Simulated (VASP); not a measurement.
Ir:

```
CELL_PARAMETERS angstrom
0.00000 1.91970 1.91970
1.91970 0.00000 1.91970
1.91970 1.91970 0.00000
ATOMIC_POSITIONS crystal
Ir 0.00000 0.00000 0.00000
```

Program: VASP 6.6.1. Alike in all runs: cell as given; k mesh 15 × 15 × 15; cutoff (eV) 520; smearing fermi-dirac 0.05 eV.

Order these runs on this cell by their pressure, lowest first.
A. level LDA; potentials or basis VASP PAW LDA potentials, release 64 (Ir); spin off
B. level PBE; potentials or basis VASP PAW PBE potentials, release 64 (Ir); spin non-collinear, zero start, SOC
C. level PBEsol; potentials or basis VASP PAW PBE potentials, release 64 (Ir); spin off

A (-6.3 GPa), C (-1.9 GPa), B (10.6 GPa).

Caveats: the cell stands under tension (at least some runs); the cell stands under pressure (at least some runs); the PAW data sets were made with another functional, which shifts forces and pressure a little (at least some runs).
